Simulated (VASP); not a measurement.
# Co in VASP: notebook, part 2 of 2

VASP 6.6.1.

### Step 5. Single point, PBE, collinear spin, ferromagnetic start

INCAR reads:

```
SYSTEM = Co
ALGO = Normal
DIPOL = 0.5 0.5 0.498
EDIFF = 1E-6
ENCUT = 510
GGA = PE
GGA_COMPAT = .False.
IDIPOL = 3
ISIF = 2
ISMEAR = -1
ISPIN = 2
LASPH = .True.
LCHARG = .True.
LDIPOL = .True.
LELF = .True.
LMAXMIX = 4
LORBIT = 11
LREAL = .False.
LVACPOTAV = .True.
LVHAR = .True.
LWAVE = .False.
MAGMOM = 2 2 2 2 2
NBANDS = 54
NELM = 200
NELMDL = -8
PREC = Accurate
SIGMA = 0.05
```

KPOINTS reads:

```
k-points
0
Gamma
  12 12 1
  0 0 0
```

POSCAR reads:

```
Co
1.0
    2.5190008694      0.0000000000      0.0000000000
   -1.2595004347      2.1815187451      0.0000000000
    0.0000000000      0.0000000000     23.1820000000
Co
5
Direct
    0.3333333333      0.6666666667      0.3235268743
    0.6666666667      0.3333333333      0.4117634371
    0.3333333333      0.6666666667      0.4981562380
    0.6666666667      0.3333333333      0.5855433002
    0.3333333333      0.6666666667      0.6693125383
```

Potentials or basis: VASP PAW PBE potentials, release 64 (Co_sv).

On the command line:

```console
cat potpaw_PBE.64/Co_sv/POTCAR > POTCAR
mpirun -np 1 vasp_std > vasp.out
```

OUTCAR:

```text
SYSTEM = Co
   EDIFF = 1E-6
   ENCUT = 510
   GGA = PE
   ISIF = 2
   ISMEAR = -1
   ISPIN = 2
   LASPH = .True.
   LORBIT = 11
   LREAL = .False.
   NELM = 200
   NELMDL = -8
   PREC = Accurate

 ion  position               nearest neighbor table
   1  0.333  0.667  0.324-   2 2.51   2 2.51   2 2.51
   2  0.667  0.333  0.412-   3 2.48   3 2.48   3 2.48   1 2.51   1 2.51   1 2.51
   3  0.333  0.667  0.498-   2 2.48   2 2.48   2 2.48   4 2.49   4 2.49   4 2.49
   4  0.667  0.333  0.586-   5 2.43   5 2.43   5 2.43   3 2.49   3 2.49   3 2.49
   5  0.333  0.667  0.669-   4 2.43   4 2.43   4 2.43

  LATTYP: Found a hexagonal cell.
 ALAT       =     2.5190008694
 C/A-ratio  =     9.2028551008

  Lattice vectors:

 A1 = (   2.5190008694,   0.0000000000,   0.0000000000)
 A2 = (  -1.2595004347,   2.1815187451,   0.0000000000)
 A3 = (   0.0000000000,   0.0000000000,  23.1820000000)

Analysis of symmetry for initial positions (statically):
=====================================================================
 Subroutine PRICEL returns:
 Original cell was already a primitive cell.

 Routine SETGRP: Setting up the symmetry group for a
 hexagonal supercell.

 Subroutine GETGRP returns: Found  6 space group operations
 (whereof  6 operations were pure point group operations)
 out of a pool of 24 trial point group operations.

The static configuration has the point symmetry C_3v.

Analysis of symmetry for dynamics (positions and initial velocities):
=====================================================================
 Subroutine PRICEL returns:
 Original cell was already a primitive cell.

 Routine SETGRP: Setting up the symmetry group for a
 hexagonal supercell.

 Subroutine GETGRP returns: Found  6 space group operations
 (whereof  6 operations were pure point group operations)
 out of a pool of 24 trial point group operations.

The dynamic configuration has the point symmetry C_3v.

Analysis of structural, dynamic, and magnetic symmetry:
=====================================================================
 Subroutine PRICEL returns:
 Original cell was already a primitive cell.

 Routine SETGRP: Setting up the symmetry group for a
 hexagonal supercell.

 Subroutine GETGRP returns: Found  6 space group operations
 (whereof  6 operations were pure point group operations)
 out of a pool of 24 trial point group operations.

The overall configuration has the point symmetry C_3v.

 Subroutine INISYM returns: Found  6 space group operations
 (whereof  6 operations are pure point group operations),
 and found     1 'primitive' translations

----------------------------------------------------------------------------------------

                                     Primitive cell

  volume of cell :     127.3908

  direct lattice vectors                    reciprocal lattice vectors
     2.519000869  0.000000000  0.000000000     0.396982793  0.229198122  0.000000000
    -1.259500435  2.181518745  0.000000000     0.000000000  0.458396244  0.000000000
     0.000000000  0.000000000 23.182000000     0.000000000  0.000000000  0.043136917

  length of vectors
     2.519000869  2.519000869 23.182000000     0.458396244  0.458396244  0.043136917

  position of ions in fractional coordinates (direct lattice)
     0.333333333  0.666666667  0.323526874
     0.666666667  0.333333333  0.411763437
[... 85 lines left out ...]
   POTIM  = 0.5000    time-step for ionic-motion
   TEBEG  =    0.0;   TEEND  =   0.0 temperature during run
   PSTRESS=    0.0 pullay stress
   NELECT =      85.0000    total number of electrons
   NUPDOWN=      -1.0000    fix difference up-down
   EMIN   =  10.00;   EMAX   =-10.00  energy-range for DOS
   EFERMI =   0.00;   METHOD = LEGACY
   ISMEAR =    -1;   SIGMA  =   0.05  broadening in eV -4-tet -1-fermi 0-gaus
   EFERMI_NEDOS =   21; number of points for ismear=-14 and -15
   IALGO  =     38    algorithm
   IMIX   =      4    mixing-type and parameters
     AMIX     =   0.40;   BMIX     =  1.00
     AMIX_MAG =   1.60;   BMIX_MAG =  1.00
  volume/ion in A,a.u.               =      25.48       171.94
  Fermi-wavevector in a.u.,A,eV,Ry     =   1.430546  2.703339 27.843794  2.046461
  Thomas-Fermi vector in A             =   2.550379
   LORBIT       =     11    0 simple, 1 ext, 2 COOP (PROOUT), +10 PAW based schemes
   GGA     = PE    functional components
   LHFCALC =     F    Hartree Fock is set to
   AEXX    =    0.0000 exact exchange contribution
   IVDW    =     0    specifies the selected vdW correction
   LEPSILON=     F    determine dielectric tensor
   LRPA    =     F    only Hartree local field effects (RPA)
 spin polarized calculation
  energy-cutoff  :      510.00
  volume of cell :      127.39
 maximum number of plane-waves:      3368
 NGX is ok and might be reduce to    20
   NGX =  9   NGY =  9   NGZ = 85

 number of electron      85.0000000 magnetization      10.0000000

 dipolmoment           0.000000      0.000000      0.000253 electrons x Angstroem

 number of electron      85.0000061 magnetization       8.5898736

 dipolmoment           0.000000      0.000000     -0.001894 electrons x Angstroem

 Free energy of the ion-electron system (eV)
  ---------------------------------------------------
  ext. energy  EPLUGINS =         0.00000000
  ---------------------------------------------------
  free energy    TOTEN  =       -34.04589644 eV

  energy without entropy =      -34.00023455  energy(sigma->0) =      -34.02306549

 E-fermi :   2.4316     XC(G=0):  -6.8208

 val. band max:        2.4252624068   @ k =   0.1667   0.0000   0.0000
 cond. band min:       2.4357367492   @ k =   0.3333   0.0000   0.0000
 fundamental gap:      0.0104743424
 Fermi energy:         2.4316351159

 spin component 1

 k-point     1 :       0.0000    0.0000    0.0000
  band No.  band energies     occupation
      1     -93.7225      1.00000
      2     -93.7162      1.00000
      3     -93.6371      1.00000
      4     -93.6151      1.00000
      5     -93.5886      1.00000
      6     -57.0862      1.00000
[... 1072 lines left out ...]
     53       9.3482      0.00000
     54      11.0510      0.00000
 Fermi energy:         2.4316351159

 spin component 2

 k-point     1 :       0.0000    0.0000    0.0000
  band No.  band energies     occupation
      1     -91.5703      1.00000
      2     -91.5536      1.00000
      3     -91.5252      1.00000
      4     -91.4057      1.00000
      5     -91.4049      1.00000
      6     -54.9987      1.00000
[... 1072 lines left out ...]
     53      10.0381      0.00000
     54      11.5897      0.00000

------------------------ aborting loop because EDIFF is reached ----------------------------------------

  FORCE on cell =-STRESS in cart. coord.  units (eV):
  Direction    XX          YY          ZZ          XY          YZ          ZX
  --------------------------------------------------------------------------------------
  -------------------------------------------------------------------------------------
  Total       -3.9757851     -3.9757851     -2.1040406     -0.0000000      0.0000000      0.0000000
  in kB      -50.0029138    -50.0029138    -26.4622361     -0.0000000      0.0000000      0.0000000
  external PRESSURE =     -42.1560212 kB  Pullay stress =       0.0000000 kB

 VOLUME and BASIS-vectors are now :
 -----------------------------------------------------------------------------
  energy-cutoff  :      510.00
  volume of cell :      127.39
      direct lattice vectors                 reciprocal lattice vectors
     2.519000869  0.000000000  0.000000000     0.396982793  0.229198122  0.000000000
    -1.259500435  2.181518745  0.000000000     0.000000000  0.458396244  0.000000000
     0.000000000  0.000000000 23.182000000     0.000000000  0.000000000  0.043136917

 POSITION                                       TOTAL-FORCE (eV/Angst)
 -----------------------------------------------------------------------------------
     -0.00000      1.45435      7.50000         0.000000     -0.000000      0.513736
      1.25950      0.72717      9.54550        -0.000000     -0.000000     -0.510390
     -0.00000      1.45435     11.54826        -0.000000     -0.000000      0.002639
      1.25950      0.72717     13.57406         0.000000      0.000000     -0.003623
     -0.00000      1.45435     15.51600        -0.000000     -0.000000     -0.002361
 -----------------------------------------------------------------------------------
    total drift:                               -0.000001     -0.000000      0.002943

  FREE ENERGIE OF THE ION-ELECTRON SYSTEM (eV)
  ---------------------------------------------------
  free  energy   TOTEN  =       -34.0458964375 eV

  energy  without entropy=      -34.0002345509  energy(sigma->0) =      -34.02306549

 vacuum level on the upper side and lower side of the slab         7.281         7.345

 total charge

# of ion       s       p       d       tot
------------------------------------------
    1        2.240   6.073   6.678  14.991
    2        2.240   6.110   6.673  15.023
    3        2.243   6.111   6.678  15.031
    4        2.244   6.115   6.679  15.038
    5        2.246   6.079   6.690  15.014
--------------------------------------------------
tot         11.213  30.488  33.397  75.099

 magnetization (x)

# of ion       s       p       d       tot
------------------------------------------
    1       -0.001  -0.008   1.830   1.821
    2       -0.004  -0.012   1.785   1.769
    3       -0.003  -0.013   1.728   1.712
    4       -0.004  -0.013   1.770   1.753
    5       -0.001  -0.008   1.805   1.796
--------------------------------------------------
tot         -0.013  -0.054   8.919   8.852
```

Wall time 8 min (1 thread of AMD EPYC 9R45 (Zen 5), shared host); peak memory 0.37 GiB.

What came out:

| Item | Value |
| --- | --- |
| Free energy | -34.0459 eV |
| Largest force | 0.514 eV/Å |
| Net moment | 8.59 μB per cell |
| Site moments | Co +1.82, +1.77, +1.71, +1.75, +1.80 μB |
| Valence electrons inside the program's atomic spheres | Co 14.99, 15.02, 15.03, 15.04, 15.01 |

Forces on the atoms (eV/Å):
```
Co   0.000  0.000  0.514
Co   0.000  0.000 -0.510
Co   0.000  0.000  0.003
Co   0.000  0.000 -0.004
Co   0.000  0.000 -0.002
```

Levels at points of the mesh, in eV from the Fermi level:
Spin up:
```csv
k point,band 44,band 45,band 46,band 47,band 48,band 49,band 50,band 51
"(0.00, 0.00, 0.00)",-1.20,-1.20,-1.01,-1.01,-0.91,-0.91,-0.59,0.18
"(0.50, 0.00, 0.00)",-0.61,-0.58,0.94,1.00,1.64,2.51,2.97,6.39
```
Spin down:
| k point | band 35 | band 36 | band 37 | band 38 | band 39 | band 40 | band 41 | band 42 |
| --- | --- | --- | --- | --- | --- | --- | --- | --- |
| (0.00, 0.00, 0.00) | -0.82 | -0.70 | -0.70 | -0.57 | -0.57 | -0.20 | 0.02 | 0.02 |
| (0.50, 0.00, 0.00) | -0.38 | 0.06 | 0.57 | 0.64 | 0.71 | 1.17 | 1.19 | 1.24 |

### Step 6. The runs side by side

| level | potentials or basis | cell | gap on the mesh (eV) | moment (μB) | largest force (eV/Å) |
| --- | --- | --- | --- | --- | --- |
| PBEsol | VASP PAW PBE potentials, release 64 (Co_sv) | as given, atomic positions A | none | 8.52 | 0.79 |
| LDA | VASP PAW LDA potentials, release 64 (Co_sv) | as given, atomic positions B | none | 8.13 | 1.04 |
| PBE | VASP PAW PBE potentials, release 64 (Co_sv) | as given, atomic positions C | none | 8.68 | 0.55 |
| PBE | VASP PAW PBE potentials, release 64 (Co_sv) | as given, atomic positions D | none | 8.59 | 0.51 |

Alike in all rows: task single point; spin collinear, ferromagnetic start; k mesh 12 × 12 × 1; cutoff (eV) 510; smearing fermi-dirac 0.05 eV.

Caveats: the PAW data sets were made with another functional, which shifts forces and pressure a little (at least some runs).

Total energies depend on the potentials used, so only differences within one code and one set of settings carry meaning.
